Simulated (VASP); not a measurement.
# CaF2 (Fluorite) (Fm-3m) in VASP: further runs

The runs below take CaF2 (Fluorite) through single point, with PBE.

Program: VASP 6.6.1. These are calculated values, not measurements. Logs are shortened: lines on timing, memory, paths and dates and some standing lists are left out, and cuts for length are marked.

## (1) The cell of the first run

Symmetry: Fm-3m, No. 225, cubic system. Conventional cell: a = 5.251 Å, b = 5.251 Å, c = 5.251 Å, α = 90.00°, β = 90.00°, γ = 90.00°. Ca (site symmetry m-3m) has 8 F at 2.27 Å within 3.0 Å. Within 3.0 Å of F (site symmetry -43m) lie 4 Ca at 2.27 Å and 6 F at 2.63 Å.

## (2) Single point, PBE (volume changed by -10%)

File INCAR:

```
SYSTEM = CaF2
  ALGO = Normal
  EDIFF = 1E-6
  ENCUT = 600
  GGA = PE
  GGA_COMPAT = .FALSE.
  ISIF = 2
  ISMEAR = 0
  LASPH = .TRUE.
  LCHARG = .FALSE.
  LREAL = .FALSE.
  LWAVE = .FALSE.
  NBANDS = 19
  NELM = 120
  PREC = Accurate
  SIGMA = 0.01
```

File KPOINTS:

```
k-points
0
G
  4 4 4
  0 0 0
```

File POSCAR:

```
CaF2
1.0
    0.0000000000      2.6257380620      2.6257380620
    2.6257380620      0.0000000000      2.6257380620
    2.6257380620      2.6257380620      0.0000000000
Ca F
1 2
Direct
    0.0000000000      0.0000000000      0.0000000000
    0.2500000000      0.2500000000      0.2500000000
    0.7500000000      0.7500000000      0.7500000000
```

Potentials or basis: VASP PAW PBE potentials, release 64 (Ca_sv, F).

The run is started by

```sh
> cat potpaw_PBE.64/Ca_sv/POTCAR potpaw_PBE.64/F/POTCAR > POTCAR
> mpirun -np 1 vasp_std > vasp.out
```

OUTCAR:

```text
SYSTEM = CaF2
   EDIFF = 1E-6
   ENCUT = 600
   GGA = PE
   ISIF = 2
   ISMEAR = 0
   LASPH = .TRUE.
   LREAL = .FALSE.
   NELM = 120
   PREC = Accurate

 ion  position               nearest neighbor table
   1  0.000  0.000  0.000-   3 2.27   3 2.27   3 2.27   2 2.27   3 2.27   2 2.27   2 2.27   2 2.27

   2  0.250  0.250  0.250-   1 2.27   1 2.27   1 2.27   1 2.27
   3  0.750  0.750  0.750-   1 2.27   1 2.27   1 2.27   1 2.27

  LATTYP: Found a face centered cubic cell.
 ALAT       =     5.2514761240

  Lattice vectors:

 A1 = (   0.0000000000,   2.6257380620,   2.6257380620)
 A2 = (   2.6257380620,   0.0000000000,   2.6257380620)
 A3 = (   2.6257380620,   2.6257380620,   0.0000000000)

Analysis of symmetry for initial positions (statically):
=====================================================================
 Subroutine PRICEL returns:
 Original cell was already a primitive cell.

 Routine SETGRP: Setting up the symmetry group for a
 face centered cubic supercell.

 Subroutine GETGRP returns: Found 48 space group operations
 (whereof 48 operations were pure point group operations)
 out of a pool of 48 trial point group operations.

The static configuration has the point symmetry O_h .

Analysis of symmetry for dynamics (positions and initial velocities):
=====================================================================
 Subroutine PRICEL returns:
 Original cell was already a primitive cell.

 Routine SETGRP: Setting up the symmetry group for a
 face centered cubic supercell.

 Subroutine GETGRP returns: Found 48 space group operations
 (whereof 48 operations were pure point group operations)
 out of a pool of 48 trial point group operations.

The dynamic configuration has the point symmetry O_h .

 Subroutine INISYM returns: Found 48 space group operations
 (whereof 48 operations are pure point group operations),
 and found     1 'primitive' translations

----------------------------------------------------------------------------------------

                                     Primitive cell

  volume of cell :      36.2063

  direct lattice vectors                    reciprocal lattice vectors
     0.000000000  2.625738062  2.625738062    -0.190422650  0.190422650  0.190422650
     2.625738062  0.000000000  2.625738062     0.190422650 -0.190422650  0.190422650
     2.625738062  2.625738062  0.000000000     0.190422650  0.190422650 -0.190422650

  length of vectors
     3.713354379  3.713354379  3.713354379     0.329821705  0.329821705  0.329821705

  position of ions in fractional coordinates (direct lattice)
     0.000000000  0.000000000  0.000000000
     0.250000000  0.250000000  0.250000000
     0.750000000  0.750000000  0.750000000

  ion indices of the primitive-cell ions
   primitive index   ion index
                 1           1
                 2           2
                 3           3

----------------------------------------------------------------------------------------

 KPOINTS: k-points

Automatic generation of k-mesh.
 Grid dimensions read from file:
 generate k-points for:    4    4    4

 Generating k-lattice:

  Cartesian coordinates                     Fractional coordinates (reciprocal lattice)
    -0.047605663  0.047605663  0.047605663     0.250000000  0.000000000  0.000000000
     0.047605663 -0.047605663  0.047605663     0.000000000  0.250000000  0.000000000
     0.047605663  0.047605663 -0.047605663     0.000000000  0.000000000  0.250000000

  Length of vectors
     0.082455426  0.082455426  0.082455426

  Shift w.r.t. Gamma in fractional coordinates (k-lattice)
     0.000000000  0.000000000  0.000000000

 Subroutine IBZKPT returns following result:
 ===========================================

 Found      8 irreducible k-points:

 Following reciprocal coordinates:
            Coordinates               Weight
  0.000000  0.000000  0.000000      1.000000
  0.250000  0.000000  0.000000      8.000000
  0.500000  0.000000  0.000000      4.000000
  0.250000  0.250000  0.000000      6.000000
  0.500000  0.250000  0.000000     24.000000
 -0.250000  0.250000  0.000000     12.000000
  0.500000  0.500000  0.000000      3.000000
 -0.250000  0.500000  0.250000      6.000000
   k-points           NKPTS =      8   k-points in BZ     NKDIM =      8   number of bands    NBANDS=     19
   number of dos      NEDOS =    301   number of ions     NIONS =      3
   total plane-waves  NPLWV =  27000
   dimension x,y,z NGX =    30 NGY =   30 NGZ =   30
   dimension x,y,z NGXF=    60 NGYF=   60 NGZF=   60
   ions per type =               1   2
   NGX,Y,Z   is equivalent  to a cutoff of  13.43, 13.43, 13.43 a.u.
   NGXF,Y,Z  is equivalent  to a cutoff of  26.86, 26.86, 26.86 a.u.
 SYSTEM =  CaF2
   PREC   = accura    normal or accurate (medium, high low for compatibility)
   ISTART =      0    job   : 0-new  1-cont  2-samecut
   ICHARG =      2    charge: 1-file 2-atom 10-const
   ISPIN  =      1    spin polarized calculation?
   LNONCOLLINEAR =      F non collinear calculations
   LSORBIT =      F    spin-orbit coupling
   LASPH  =      T    aspherical Exc in radial PAW
   ENCUT  =  600.0 eV  44.10 Ry    6.64 a.u.   7.42  7.42  7.42*2*pi/ulx,y,z
   NELM   =    120;   NELMIN=  2; NELMDL= -5     # of ELM steps
   EDIFF  = 0.1E-05   stopping-criterion for ELM
   LREAL  =      F    real-space projection
   EDIFFG = 0.1E-04   stopping-criterion for IOM
   NSW    =      0    number of steps for IOM
   IBRION =     -1    ionic relax: 0-MD 1-quasi-New 2-CG
   NFREE  =      0    steps in history (QN), initial steepest desc. (CG)
   ISIF   =      2    stress and relaxation
   ISYM   =      2    0-nonsym 1-usesym 2-fastsym
   POTIM  = 0.5000    time-step for ionic-motion
   TEBEG  =    0.0;   TEEND  =   0.0 temperature during run
   PSTRESS=    0.0 pullay stress
   NELECT =      24.0000    total number of electrons
   NUPDOWN=      -1.0000    fix difference up-down
   EMIN   =  10.00;   EMAX   =-10.00  energy-range for DOS
   EFERMI =   0.00;   METHOD = LEGACY
   ISMEAR =     0;   SIGMA  =   0.01  broadening in eV -4-tet -1-fermi 0-gaus
   EFERMI_NEDOS =   21; number of points for ismear=-14 and -15
   IALGO  =     38    algorithm
   IMIX   =      4    mixing-type and parameters
     AMIX     =   0.40;   BMIX     =  1.00
     AMIX_MAG =   1.60;   BMIX_MAG =  1.00
  volume/ion in A,a.u.               =      12.07        81.44
  Fermi-wavevector in a.u.,A,eV,Ry     =   1.427416  2.697425 27.722088  2.037516
  Thomas-Fermi vector in A             =   2.547588
   LORBIT       =      0    0 simple, 1 ext, 2 COOP (PROOUT), +10 PAW based schemes
   GGA     = PE    functional components
   LHFCALC =     F    Hartree Fock is set to
   AEXX    =    0.0000 exact exchange contribution
   IVDW    =     0    specifies the selected vdW correction
   LEPSILON=     F    determine dielectric tensor
   LRPA    =     F    only Hartree local field effects (RPA)
 non-spin polarized calculation
 Gauss-broadening in eV      SIGMA  =   0.01
  energy-cutoff  :      600.00
  volume of cell :       36.21
 maximum number of plane-waves:      1243
 NGX is ok and might be reduce to    30
   NGX = 15   NGY = 15   NGZ = 15

 number of electron      24.0000021 magnetization

 Free energy of the ion-electron system (eV)
  ---------------------------------------------------
  ext. energy  EPLUGINS =         0.00000000
  ---------------------------------------------------
  free energy    TOTEN  =       -17.08002705 eV

  energy without entropy =      -17.08002705  energy(sigma->0) =      -17.08002705

 E-fermi :  -0.1877     XC(G=0): -10.2322

 val. band max:       -0.2908050717   @ k =   0.5000   0.5000   0.0000
 cond. band min:       7.7185113168   @ k =   0.0000   0.0000   0.0000
 fundamental gap:      8.0093163885
 Fermi energy:        -0.1876912338

 k-point     1 :       0.0000    0.0000    0.0000
  band No.  band energies     occupation
      1     -35.7739      2.00000
      2     -20.5293      2.00000
      3     -19.5685      2.00000
      4     -16.7042      2.00000
      5     -16.7042      2.00000
      6     -16.7042      2.00000
      7      -2.8017      2.00000
      8      -2.8017      2.00000
      9      -2.8017      2.00000
     10      -0.5650      2.00000
     11      -0.5650      2.00000
     12      -0.5650      2.00000
     13       7.7185      0.00000
     14       9.3193      0.00000
     15       9.3193      0.00000
     16      11.8970      0.00000
     17      11.8970      0.00000
     18      11.8970      0.00000
     19      17.6655      0.00000

 k-point     2 :       0.2500    0.0000    0.0000
  band No.  band energies     occupation
      1     -35.7417      2.00000
      2     -20.6757      2.00000
      3     -19.7903      2.00000
      4     -16.7391      2.00000
      5     -16.7391      2.00000
      6     -16.4037      2.00000
      7      -2.4939      2.00000
      8      -2.4939      2.00000
      9      -2.2311      2.00000
     10      -1.2001      2.00000
     11      -0.8557      2.00000
     12      -0.8557      2.00000
     13       9.0483      0.00000
     14       9.4729      0.00000
     15       9.4729      0.00000
     16      11.4472      0.00000
     17      11.7104      0.00000
     18      11.7104      0.00000
     19      15.7425      0.00000

 k-point     3 :       0.5000    0.0000    0.0000
  band No.  band energies     occupation
      1     -35.7093      2.00000
      2     -20.7166      2.00000
      3     -20.1211      2.00000
      4     -16.7734      2.00000
      5     -16.7734      2.00000
      6     -16.0794      2.00000
      7      -2.1095      2.00000
      8      -2.1095      2.00000
      9      -1.7217      2.00000
     10      -1.6712      2.00000
     11      -1.1995      2.00000
     12      -1.1995      2.00000
     13       9.6053      0.00000
     14       9.6053      0.00000
     15      10.2398      0.00000
     16      11.0446      0.00000
     17      11.5315      0.00000
     18      11.5315      0.00000
     19      14.8654      0.00000

 k-point     4 :       0.2500    0.2500    0.0000
  band No.  band energies     occupation
      1     -35.7311      2.00000
      2     -20.7691      2.00000
      3     -19.7774      2.00000
      4     -16.7918      2.00000
      5     -16.7918      2.00000
      6     -16.2614      2.00000
      7      -2.5188      2.00000
      8      -2.5188      2.00000
      9      -2.1493      2.00000
     10      -1.6567      2.00000
     11      -0.5628      2.00000
     12      -0.5628      2.00000
     13       8.7872      0.00000
     14       9.8302      0.00000
     15      10.0025      0.00000
     16      11.0642      0.00000
     17      11.5999      0.00000
     18      11.5999      0.00000
     19      17.3248      0.00000

 k-point     5 :       0.5000    0.2500    0.0000
  band No.  band energies     occupation
      1     -35.6987      2.00000
      2     -20.7495      2.00000
      3     -20.1959      2.00000
      4     -16.8261      2.00000
      5     -16.6194      2.00000
      6     -16.1110      2.00000
      7      -2.7902      2.00000
      8      -2.2437      2.00000
      9      -2.1117      2.00000
     10      -0.9552      2.00000
     11      -0.8443      2.00000
     12      -0.7514      2.00000
     13       8.6408      0.00000
     14       9.9889      0.00000
     15      10.3384      0.00000
     16      10.8341      0.00000
     17      11.4452      0.00000
     18      13.0364      0.00000
     19      15.7246      0.00000

 k-point     6 :      -0.2500    0.2500    0.0000
  band No.  band energies     occupation
      1     -35.7094      2.00000
      2     -20.6639      2.00000
      3     -20.1958      2.00000
      4     -16.7741      2.00000
      5     -16.4996      2.00000
      6     -16.3327      2.00000
      7      -2.6541      2.00000
      8      -2.0253      2.00000
      9      -1.8306      2.00000
     10      -1.5073      2.00000
     11      -1.3401      2.00000
     12      -0.5219      2.00000
     13       8.8941      0.00000
     14       9.6354      0.00000
     15      10.3896      0.00000
     16      10.8237      0.00000
     17      11.5436      0.00000
     18      12.5274      0.00000
     19      16.0349      0.00000

 k-point     7 :       0.5000    0.5000    0.0000
  band No.  band energies     occupation
      1     -35.6880      2.00000
      2     -20.9728      2.00000
      3     -19.9749      2.00000
      4     -16.8781      2.00000
      5     -16.8781      2.00000
      6     -15.8334      2.00000
      7      -3.4206      2.00000
      8      -2.0931      2.00000
      9      -2.0931      2.00000
     10      -0.7342      2.00000
     11      -0.7342      2.00000
     12      -0.2908      2.00000
     13       8.1504      0.00000
     14       9.9255      0.00000
     15      10.4308      0.00000
     16      11.3820      0.00000
     17      11.3820      0.00000
     18      14.2731      0.00000
     19      15.7269      0.00000

 k-point     8 :      -0.2500    0.5000    0.2500
  band No.  band energies     occupation
      1     -35.6880      2.00000
      2     -20.5410      2.00000
      3     -20.5410      2.00000
      4     -16.8833      2.00000
      5     -16.2849      2.00000
      6     -16.2849      2.00000
      7      -2.8648      2.00000
      8      -2.6887      2.00000
      9      -1.4569      2.00000
     10      -1.4569      2.00000
     11      -0.6343      2.00000
     12      -0.3995      2.00000
     13       8.5205      0.00000
     14      10.0397      0.00000
     15      10.3813      0.00000
     16      10.3813      0.00000
     17      11.4106      0.00000
     18      15.0749      0.00000
     19      16.7519      0.00000

------------------------ aborting loop because EDIFF is reached ----------------------------------------

  FORCE on cell =-STRESS in cart. coord.  units (eV):
  Direction    XX          YY          ZZ          XY          YZ          ZX
  --------------------------------------------------------------------------------------
  -------------------------------------------------------------------------------------
  Total        3.6240487      3.6240487      3.6240487      0.0000000      0.0000000      0.0000000
  in kB      160.3689955    160.3689955    160.3689955      0.0000000      0.0000000      0.0000000
  external PRESSURE =     160.3689955 kB  Pullay stress =       0.0000000 kB

 VOLUME and BASIS-vectors are now :
 -----------------------------------------------------------------------------
  energy-cutoff  :      600.00
  volume of cell :       36.21
      direct lattice vectors                 reciprocal lattice vectors
     0.000000000  2.625738062  2.625738062    -0.190422650  0.190422650  0.190422650
     2.625738062  0.000000000  2.625738062     0.190422650 -0.190422650  0.190422650
     2.625738062  2.625738062  0.000000000     0.190422650  0.190422650 -0.190422650

 POSITION                                       TOTAL-FORCE (eV/Angst)
 -----------------------------------------------------------------------------------
      0.00000      0.00000      0.00000        -0.000000     -0.000000     -0.000000
      1.31287      1.31287      1.31287        -0.000000      0.000000     -0.000000
      3.93861      3.93861      3.93861         0.000000     -0.000000      0.000000
 -----------------------------------------------------------------------------------
    total drift:                                0.000000     -0.000000      0.000000

  FREE ENERGIE OF THE ION-ELECTRON SYSTEM (eV)
  ---------------------------------------------------
  free  energy   TOTEN  =       -17.0800270522 eV

  energy  without entropy=      -17.0800270522  energy(sigma->0) =      -17.08002705
```

Wall time 9.3 s (1 thread of Intel Xeon 6975P-C, shared host); peak memory 0.17 GiB.

What came out:

* Free energy: -17.0800 eV
* Pressure: 16.0 GPa
* Band gap on the k mesh: 8.01 eV, indirect (least direct gap 8.28 eV)

Caveat: the k points lie up to 0.52 Å⁻¹ apart; the cell differs from its parent crystal (volume changed by -10%). A k mesh can miss the band edges.

## (3) Single point, PBE

This run uses another cell than the first one, of 13.41 Å³/atom, 1.111 times its volume.

File INCAR:

```
PREC = Accurate
ENCUT = 600
EDIFF = 1E-6
ISMEAR = 0
SIGMA = 0.01
LREAL = F
LASPH = T
NELM = 120
ALGO = Normal
ISIF = 2
LWAVE = F
LCHARG = F
GGA = PE
NBANDS = 19
GGA_COMPAT = F
```

File KPOINTS:

```
Automatic mesh
0
Gamma
  4 4 4
```

File POSCAR:

```
CaF2
1.0
    0.0000000000      2.7195928861      2.7195928861
    2.7195928861      0.0000000000      2.7195928861
    2.7195928861      2.7195928861      0.0000000000
Ca F
1 2
Direct
    0.0000000000      0.0000000000      0.0000000000
    0.2500000000      0.2500000000      0.2500000000
    0.7500000000      0.7500000000      0.7500000000
```

Potentials or basis: VASP PAW PBE potentials, release 64 (Ca_sv, F).

The run is started by

```sh
> cat potpaw_PBE.64/Ca_sv/POTCAR potpaw_PBE.64/F/POTCAR > POTCAR
> mpirun -np 1 vasp_std > vasp.out
```

Wall time 8.9 s (1 thread of Intel Xeon 6975P-C, shared host); peak memory 0.18 GiB.

The run converged. Its results:

- Free energy: -17.3227 eV
- Pressure: 3.6 GPa
- Band gap on the k mesh: 7.36 eV, indirect (least direct gap 7.61 eV)

Levels at points of the mesh, in eV from the valence-band top:
| k point | band 9 | band 10 | band 11 | band 12 | band 13 | band 14 | band 15 | band 16 |
| --- | --- | --- | --- | --- | --- | --- | --- | --- |
| (0.00, 0.00, 0.00) | -2.15 | -0.26 | -0.26 | -0.26 | 7.36 | 9.22 | 9.22 | 11.33 |
| (0.50, 0.00, 0.00) | -1.30 | -1.25 | -0.84 | -0.84 | 9.44 | 9.44 | 9.83 | 10.80 |
| (0.50, 0.50, 0.00) | -1.66 | -0.37 | -0.37 | 0.00 | 8.15 | 9.59 | 10.15 | 10.95 |

Caveat: the k points lie up to 0.50 Å⁻¹ apart.

## (4) Single point, PBE (volume changed by -5%)

File INCAR:

```
SYSTEM = CaF2
PREC = Accurate ; ENCUT = 600
EDIFF = 1E-6 ; ISMEAR = 0
SIGMA = 0.01 ; LREAL = .FALSE.
LASPH = .TRUE. ; NELM = 120
ALGO = Normal ; ISIF = 2
LWAVE = .FALSE. ; LCHARG = .TRUE.
GGA = PE ; LELF = .TRUE.
LVHAR = .TRUE. ; NBANDS = 19
GGA_COMPAT = .FALSE.
```

File KPOINTS:

```
Automatic mesh
0
G
  4 4 4
  0 0 0
```

File POSCAR:

```
CaF2
1.0
    0.0000000000      2.6734891848      2.6734891848
    2.6734891848      0.0000000000      2.6734891848
    2.6734891848      2.6734891848      0.0000000000
Ca F
1 2
Direct
    0.0000000000      0.0000000000      0.0000000000
    0.2500000000      0.2500000000      0.2500000000
    0.7500000000      0.7500000000      0.7500000000
```

The run is started by

```sh
> cat potpaw_PBE.64/Ca_sv/POTCAR potpaw_PBE.64/F/POTCAR > POTCAR
> mpirun -np 1 vasp_std > vasp.out
```

Run time: 10 s. Hardware: 1 thread of Intel Xeon 6975P-C, shared host; peak memory 0.16 GiB.

It converged, with:

```yaml
Free_energy: -17.2403 eV
Pressure: 9.0 GPa
Band_gap_on_the_k_mesh: 7.67 eV, indirect (least direct gap 7.93 eV)
```

Levels at points of the mesh, in eV from the valence-band top:
| k point | band 8 | band 9 | band 10 | band 11 | band 12 | band 13 | band 14 | band 15 | band 16 | band 17 |
| --- | --- | --- | --- | --- | --- | --- | --- | --- | --- | --- |
| (0.00, 0.00, 0.00) | -2.32 | -2.32 | -0.27 | -0.27 | -0.27 | 7.67 | 9.41 | 9.41 | 11.74 | 11.74 |
| (0.50, 0.00, 0.00) | -1.67 | -1.37 | -1.31 | -0.88 | -0.88 | 9.66 | 9.66 | 10.17 | 11.06 | 11.42 |
| (0.50, 0.50, 0.00) | -1.73 | -1.73 | -0.41 | -0.41 | 0.00 | 8.30 | 9.89 | 10.43 | 11.30 | 11.30 |

Caveat: the k points lie up to 0.51 Å⁻¹ apart; the cell differs from its parent crystal (volume changed by -5%). A k mesh can miss the band edges.

## (5) Summary

| cell | gap on the mesh (eV) | pressure (GPa) |
| --- | --- | --- |
| a = 3.713 Å, angles 60.0°, 3 atoms | 8.01 | 16.0 |
| a = 3.846 Å, angles 60.0°, 3 atoms | 7.36 | 3.6 |
| a = 3.781 Å, angles 60.0°, 3 atoms | 7.67 | 9.0 |

Alike in all rows: task single point; level PBE; potentials or basis VASP PAW PBE potentials, release 64 (Ca_sv, F); no spin polarisation; k mesh 4 × 4 × 4; cutoff (eV) 600; smearing gaussian 0.01 eV.

Caveats: all runs use coarse meshes.

Absolute energies hang on the potentials; compare differences alone.
